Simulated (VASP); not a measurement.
CaAu5, 6 atoms in the cell. The structure is cubic, space group F-43m (No. 216). Conventional cell: a = 7.740 Å, b = 7.740 Å, c = 7.740 Å, α = 90.00°, β = 90.00°, γ = 90.00°. Ca (site symmetry -43m) has 16 Au at 3.21 to 3.35 Å within 4.2 Å. Within 4.2 Å of Au (site symmetry -43m) lie 12 Au at 3.21 Å and 4 Ca at 3.35 Å. Au (site symmetry 3m) has 9 Au at 2.73 to 3.21 Å and 3 Ca at 3.21 Å within 3.6 Å. 

- Program: VASP 6.6.1
- Task: single point
- Functional: PBEsol
- Potentials or basis: VASP PAW PBE potentials, release 64 (Ca_sv, Au)
- Cutoff: 500 eV
- k mesh: 8 × 8 × 8
- Occupations: gaussian, width 0.1 eV
- Spin: no spin polarisation
- Dipole correction: no
- Further INCAR settings: ALGO = Normal; EDIFF = 1e-06; NBANDS = 42

Potentials or basis: VASP PAW PBE potentials, release 64 (Ca_sv, Au).

Run with:

```sh
$ cat potpaw_PBE.64/Ca_sv/POTCAR potpaw_PBE.64/Au/POTCAR > POTCAR
$ mpirun -np 1 vasp_std > vasp.out
```

Hardware: 1 thread of Oxide Virtual Turin-like Processor, on a shared host.

Question: How long does it take, and how much memory?

Answer: It took 2.7 min on 1 thread of Oxide Virtual Turin-like Processor, with other jobs on the host, peak memory 0.26 GiB. Counts: scf iterations 12, k points 29.
